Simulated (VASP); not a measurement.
## MgO: vibrations by perturbation theory with LDA

MgO:

```
Mg O
1.0
     0.00000    2.30616    2.30616
     2.30616    0.00000    2.30616
     2.30616    2.30616    0.00000
Mg O
1 1
Cartesian
  2.3062 2.3062 2.3062
  3.4592 3.4592 3.4592
```

```json
{"Program": "VASP 6.6.1", "Task": "vibrations by perturbation theory", "Functional": "LDA", "Potentials or basis": "VASP PAW LDA potentials, release 64 (Mg, O)", "Cutoff": "520 eV", "k mesh": "8 × 8 × 8", "Occupations": "gaussian, width 0.01 eV", "Spin": "no spin polarisation", "Dipole correction": "no", "Further INCAR settings": "ALGO = Normal; EDIFF = 1e-08; IBRION = 8; NSW = 1"}
```

| Item | Value |
| --- | --- |
| Electronic dielectric tensor (diagonal) | 3.06 |
| Born charges (mean of the diagonal) | Mg +1.82; O -1.82 e |
| Highest phonon frequency at Γ, LO-TO splitting left out | 473 cm⁻¹ |

Phonon frequencies in cm⁻¹ (negative: imaginary):
| q point | frequencies |
| --- | --- |
| (0.000, 0.000, 0.000) | 0 0 0 473 473 473 |

Electronic dielectric tensor:
```
3.06 0.00 0.00
0.00 3.06 0.00
0.00 0.00 3.06
```

Born effective charge tensors (e):
atom 1, Mg
```
1.82 0.00 0.00
0.00 1.82 0.00
0.00 0.00 1.82
```
atom 2, O
```
-1.82  0.00  0.00
 0.00 -1.82  0.00
 0.00  0.00 -1.82
```

It took 35 s on 1 thread of Intel(R) Xeon(R) 6975P-C (Granite Rapids), with other jobs on the host, peak memory 0.17 GiB.

Caveat: the cell wasn't relaxed at this level first, which shifts response properties.
